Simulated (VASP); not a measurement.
# CdS (P3m1) in VASP: notebook

The runs below take CdS through single point, with PBE0, LDA, PBEsol.

Program: VASP 6.6.1. These are calculated values, not measurements. Logs are shortened: lines on timing, memory, paths and dates and some standing lists are left out, and cuts for length are marked.

### Step 1. The cell of the first run

It takes space group P3m1 (No. 156, trigonal). The conventional cell has a = 4.261 Å, b = 4.261 Å, c = 5.804 Å, α = 90.00°, β = 90.00°, γ = 120.00°. Cd (site symmetry 3m) has 3 S at 2.46 Å within 3.2 Å. S (site symmetry 3m) has 3 Cd at 2.46 Å within 3.2 Å.

### Step 2. Single point, PBE0

POSCAR reads:

```
CdS
1.0
    4.2611695877      0.0000000000      0.0000000000
   -2.1305847939      3.6902811128      0.0000000000
    0.0000000000      0.0000000000      5.8041729400
Cd S
1 1
Direct
    0.0000000000      0.0000000000      0.4426919200
    0.6666666667      0.3333333333      0.4343080800
```

INCAR.step1 reads:

```
PREC = Accurate ; ENCUT = 520
EDIFF = 1E-5 ; ISMEAR = -1
SIGMA = 0.05 ; LREAL = False
LASPH = True ; NELM = 80
ALGO = Normal ; ISIF = 2
LWAVE = True ; LCHARG = False
GGA = PE ; NBANDS = 16
LUSENCCL = False
```

INCAR.step2 reads:

```
PREC = Accurate ; ENCUT = 520
EDIFF = 1E-6 ; ISMEAR = -1
SIGMA = 0.05 ; LREAL = False
LASPH = True ; NELM = 80
ALGO = Normal ; ISIF = 2
LWAVE = False ; LCHARG = False
GGA = PE ; LHFCALC = True
AEXX = 0.25 ; PRECFOCK = Normal
ISTART = 1 ; NBANDS = 16
LUSENCCL = False
```

KPOINTS reads:

```
Automatic mesh
0
Gamma
  6 6 4
```

Potentials or basis: VASP PAW PBE potentials, release 64 (Cd, S).

Command:

```bash
$ cat potpaw_PBE.64/Cd/POTCAR potpaw_PBE.64/S/POTCAR > POTCAR
$ cp INCAR.step1 INCAR
$ mpirun -np 1 vasp_std > vasp.out
$ cp INCAR.step2 INCAR
$ mpirun -np 1 vasp_std > vasp.out
```

OUTCAR:

```text
PREC = Accurate
   ENCUT = 520
   EDIFF = 1E-6
   ISMEAR = -1
   LREAL = False
   LASPH = True
   NELM = 80
   ISIF = 2
   GGA = PE
   LHFCALC = True
   AEXX = 0.25
   PRECFOCK = Normal
   ISTART = 1

 ion  position               nearest neighbor table
   1  0.000  0.000  0.443-   2 2.46   2 2.46   2 2.46
   2  0.667  0.333  0.434-   1 2.46   1 2.46   1 2.46

  LATTYP: Found a hexagonal cell.
 ALAT       =     4.2611695877
 C/A-ratio  =     1.3621079426

  Lattice vectors:

 A1 = (   4.2611695877,   0.0000000000,   0.0000000000)
 A2 = (  -2.1305847939,   3.6902811128,   0.0000000000)
 A3 = (   0.0000000000,   0.0000000000,   5.8041729400)

Analysis of symmetry for initial positions (statically):
=====================================================================
 Subroutine PRICEL returns:
 Original cell was already a primitive cell.

 Routine SETGRP: Setting up the symmetry group for a
 hexagonal supercell.

 Subroutine GETGRP returns: Found  6 space group operations
 (whereof  6 operations were pure point group operations)
 out of a pool of 24 trial point group operations.

The static configuration has the point symmetry C_3v.

Analysis of symmetry for dynamics (positions and initial velocities):
=====================================================================
 Subroutine PRICEL returns:
 Original cell was already a primitive cell.

 Routine SETGRP: Setting up the symmetry group for a
 hexagonal supercell.

 Subroutine GETGRP returns: Found  6 space group operations
 (whereof  6 operations were pure point group operations)
 out of a pool of 24 trial point group operations.

The dynamic configuration has the point symmetry C_3v.

 Subroutine INISYM returns: Found  6 space group operations
 (whereof  6 operations are pure point group operations),
 and found     1 'primitive' translations

----------------------------------------------------------------------------------------

                                     Primitive cell

  volume of cell :      91.2701

  direct lattice vectors                    reciprocal lattice vectors
     4.261169588  0.000000000  0.000000000     0.234677353  0.135491033 -0.000000000
    -2.130584794  3.690281113  0.000000000     0.000000000  0.270982066  0.000000000
     0.000000000  0.000000000  5.804172940     0.000000000 -0.000000000  0.172289835

  length of vectors
     4.261169588  4.261169588  5.804172940     0.270982066  0.270982066  0.172289835

  position of ions in fractional coordinates (direct lattice)
     0.000000000  0.000000000  0.442691920
     0.666666667  0.333333333  0.434308080

  ion indices of the primitive-cell ions
   primitive index   ion index
                 1           1
                 2           2

----------------------------------------------------------------------------------------

 KPOINTS: Automatic mesh

Automatic generation of k-mesh.
 Grid dimensions read from file:
 generate k-points for:    6    6    4

 Generating k-lattice:

  Cartesian coordinates                     Fractional coordinates (reciprocal lattice)
     0.039112892  0.022581839 -0.000000000     0.166666667 -0.000000000  0.000000000
     0.000000000  0.045163678  0.000000000     0.000000000  0.166666667  0.000000000
     0.000000000 -0.000000000  0.043072459     0.000000000  0.000000000  0.250000000

  Length of vectors
     0.045163678  0.045163678  0.043072459

  Shift w.r.t. Gamma in fractional coordinates (k-lattice)
     0.000000000  0.000000000  0.000000000

 Subroutine IBZKPT returns following result:
 ===========================================

 Found     24 irreducible k-points:

 Following reciprocal coordinates:
            Coordinates               Weight
  0.000000  0.000000  0.000000      1.000000
  0.166667  0.000000  0.000000      6.000000
  0.333333  0.000000  0.000000      6.000000
  0.500000  0.000000  0.000000      3.000000
  0.166667  0.166667  0.000000      6.000000
  0.333333  0.166667  0.000000     12.000000
[... 16 lines left out ...]
  0.333333  0.166667  0.500000     12.000000
  0.333333  0.333333  0.500000      2.000000
   k-points           NKPTS =     24   k-points in BZ     NKDIM =    144   number of bands    NBANDS=     16
   number of dos      NEDOS =    301   number of ions     NIONS =      2
   total plane-waves  NPLWV =  49152
   dimension x,y,z NGX =    32 NGY =   32 NGZ =   48
   dimension x,y,z NGXF=    64 NGYF=   64 NGZF=   96
   ions per type =               1   1
   NGX,Y,Z   is equivalent  to a cutoff of  12.48, 12.48, 13.75 a.u.
   NGXF,Y,Z  is equivalent  to a cutoff of  24.97, 24.97, 27.50 a.u.
 SYSTEM =  unknown system
   PREC   = accura    normal or accurate (medium, high low for compatibility)
   ISTART =      1    job   : 0-new  1-cont  2-samecut
   ICHARG =      0    charge: 1-file 2-atom 10-const
   ISPIN  =      1    spin polarized calculation?
   LNONCOLLINEAR =      F non collinear calculations
   LSORBIT =      F    spin-orbit coupling
   LASPH  =      T    aspherical Exc in radial PAW
   ENCUT  =  520.0 eV  38.22 Ry    6.18 a.u.   7.92  7.92 10.79*2*pi/ulx,y,z
   NELM   =     80;   NELMIN=  2; NELMDL=  0     # of ELM steps
   EDIFF  = 0.1E-05   stopping-criterion for ELM
   LREAL  =      F    real-space projection
   EDIFFG = 0.1E-04   stopping-criterion for IOM
   NSW    =      0    number of steps for IOM
   IBRION =     -1    ionic relax: 0-MD 1-quasi-New 2-CG
   NFREE  =      0    steps in history (QN), initial steepest desc. (CG)
   ISIF   =      2    stress and relaxation
   ISYM   =      3    0-nonsym 1-usesym 2-fastsym
   POTIM  = 0.5000    time-step for ionic-motion
   TEBEG  =    0.0;   TEEND  =   0.0 temperature during run
   PSTRESS=    0.0 pullay stress
   NELECT =      18.0000    total number of electrons
   NUPDOWN=      -1.0000    fix difference up-down
   EMIN   =  10.00;   EMAX   =-10.00  energy-range for DOS
   EFERMI =   0.00;   METHOD = LEGACY
   ISMEAR =    -1;   SIGMA  =   0.05  broadening in eV -4-tet -1-fermi 0-gaus
   EFERMI_NEDOS =   21; number of points for ismear=-14 and -15
   IALGO  =     38    algorithm
   IMIX   =      1    mixing-type and parameters
     AMIX     =   0.40;   BMIX     =  1.00
     AMIX_MAG =   1.60;   BMIX_MAG =  1.00
  volume/ion in A,a.u.               =      45.64       307.96
  Fermi-wavevector in a.u.,A,eV,Ry     =   0.952919  1.800756 12.354841  0.908055
  Thomas-Fermi vector in A             =   2.081527
   LORBIT       =      0    0 simple, 1 ext, 2 COOP (PROOUT), +10 PAW based schemes
   GGA     = PE    functional components
   LHFCALC =     T    Hartree Fock is set to
   PRECFOCK=normal    Normal, Fast or Accurate (Low or Medium for compatibility)
   ENCUT4O =  -1.0   cutoff for four orbital integrals eV
   NKREDX  =     1    reduce k-point grid by
   NKREDY  =     1    reduce k-point grid by
   NKREDZ  =     1    reduce k-point grid by
   AEXX    =    0.2500 exact exchange contribution
   HFSCREEN=    0.0000 screening length (either q_TF or 0.3 A-1)
   HFSCREENC=   0.0000 screening length for correlation (either q_TF or 0.3 A-1)
   ENCUTFOCK=  -1.0 apply spherical cutoff to Coloumb kernel
   IVDW    =     0    specifies the selected vdW correction
   LEPSILON=     F    determine dielectric tensor
   LRPA    =     F    only Hartree local field effects (RPA)
 non-spin polarized calculation
  energy-cutoff  :      520.00
  volume of cell :       91.27
 maximum number of plane-waves:      2490
  NGX = 24; NGY = 24; NGZ = 36

 number of electron      18.0000002 magnetization

 Free energy of the ion-electron system (eV)
  ---------------------------------------------------
  ext. energy  EPLUGINS =         0.00000000
  ---------------------------------------------------
  free energy    TOTEN  =        -7.64354169 eV

  energy without entropy =       -7.64354169  energy(sigma->0) =       -7.64354169

 E-fermi :  -1.9568     XC(G=0):  -4.8079

 val. band max:       -3.0683445560   @ k =   0.0000   0.0000   0.5000
 cond. band min:       0.0953667879   @ k =   0.0000   0.0000   0.0000
 fundamental gap:      3.1637113439
 Fermi energy:        -1.9568408831

 k-point     1 :       0.0000    0.0000    0.0000
  band No.  band energies     occupation
      1     -15.9099      2.00000
      2     -11.8943      2.00000
      3     -11.8943      2.00000
      4     -11.4341      2.00000
      5     -11.4341      2.00000
      6     -11.1849      2.00000
[... 8 lines left out ...]
     15       9.7615      0.00000
     16      10.6336      0.00000

 k-point     2 :       0.1667    0.0000    0.0000
  band No.  band energies     occupation
      1     -15.8199      2.00000
      2     -11.8539      2.00000
      3     -11.8268      2.00000
      4     -11.4614      2.00000
      5     -11.4378      2.00000
      6     -11.1475      2.00000
[... 8 lines left out ...]
     15      10.3212      0.00000
     16      10.4669      0.00000

 k-point     3 :       0.3333    0.0000    0.0000
  band No.  band energies     occupation
      1     -15.6394      2.00000
      2     -11.7238      2.00000
      3     -11.6833      2.00000
      4     -11.5137      2.00000
      5     -11.4451      2.00000
      6     -11.0419      2.00000
[... 8 lines left out ...]
     15       8.7130      0.00000
     16       9.3660      0.00000

 k-point     4 :       0.5000    0.0000    0.0000
  band No.  band energies     occupation
      1     -15.5497      2.00000
      2     -11.6334      2.00000
      3     -11.6068      2.00000
      4     -11.5386      2.00000
      5     -11.4485      2.00000
      6     -10.9493      2.00000
[... 8 lines left out ...]
     15       9.1222      0.00000
     16       9.6280      0.00000
[... 324 lines left out ...]
 k-point    22 :       0.1667    0.1667    0.5000
  band No.  band energies     occupation
      1     -15.6813      2.00000
      2     -11.7940      2.00000
      3     -11.6948      2.00000
      4     -11.4989      2.00000
      5     -11.4474      2.00000
      6     -11.0617      2.00000
[... 8 lines left out ...]
     15       8.0421      0.00000
     16       8.8594      0.00000

 k-point    23 :       0.3333    0.1667    0.5000
  band No.  band energies     occupation
      1     -15.5471      2.00000
      2     -11.6931      2.00000
      3     -11.5866      2.00000
      4     -11.5317      2.00000
      5     -11.4585      2.00000
      6     -10.9036      2.00000
[... 8 lines left out ...]
     15       9.2444      0.00000
     16       9.4342      0.00000

 k-point    24 :       0.3333    0.3333    0.5000
  band No.  band energies     occupation
      1     -15.5031      2.00000
      2     -11.6658      2.00000
      3     -11.5816      2.00000
      4     -11.5328      2.00000
      5     -11.4721      2.00000
      6     -10.7764      2.00000
[... 8 lines left out ...]
     15       7.9167      0.00000
     16       9.6794      0.00000

------------------------ aborting loop because EDIFF is reached ----------------------------------------

  FORCE on cell =-STRESS in cart. coord.  units (eV):
  Direction    XX          YY          ZZ          XY          YZ          ZX
  --------------------------------------------------------------------------------------
  -------------------------------------------------------------------------------------
  Total       -0.5773998     -0.5773998      0.0098973      0.0000000      0.0000000      0.0000000
  in kB      -10.1358135    -10.1358135      0.1737389      0.0000000      0.0000000      0.0000000
  external PRESSURE =      -6.6992960 kB  Pullay stress =       0.0000000 kB

 VOLUME and BASIS-vectors are now :
 -----------------------------------------------------------------------------
  energy-cutoff  :      520.00
  volume of cell :       91.27
      direct lattice vectors                 reciprocal lattice vectors
     4.261169588  0.000000000  0.000000000     0.234677353  0.135491033 -0.000000000
    -2.130584794  3.690281113  0.000000000     0.000000000  0.270982066  0.000000000
     0.000000000  0.000000000  5.804172940     0.000000000 -0.000000000  0.172289835

 POSITION                                       TOTAL-FORCE (eV/Angst)
 -----------------------------------------------------------------------------------
      0.00000      0.00000      2.56946        -0.000000      0.000000     -0.017251
      2.13058      1.23009      2.52080         0.000000     -0.000000      0.017251
 -----------------------------------------------------------------------------------
    total drift:                               -0.000040      0.000022     -0.000205

  FREE ENERGIE OF THE ION-ELECTRON SYSTEM (eV)
  ---------------------------------------------------
  free  energy   TOTEN  =        -7.6435416949 eV

  energy  without entropy=       -7.6435416948  energy(sigma->0) =       -7.64354169
```

Wall time 50 min (1 × NVIDIA H100 80GB with 1 thread of Intel Xeon Platinum 8481C at 2.70GHz (Sapphire Rapids), shared host); peak memory 1.2 GiB.

Results:

| Quantity | Value |
| --- | --- |
| Free energy | -7.6435 eV |
| Pressure | -0.7 GPa |
| Largest force | 0.017 eV/Å |
| Band gap on the k mesh | 3.16 eV |

Forces in eV/Å, atoms in the order of the input:
```
Cd   0.000  0.000 -0.017
S    0.000  0.000  0.017
```

Caveat: the PAW data sets were made with another functional, which shifts forces and pressure a little. A k mesh can miss the band edges.

[end of part 1 of 2]
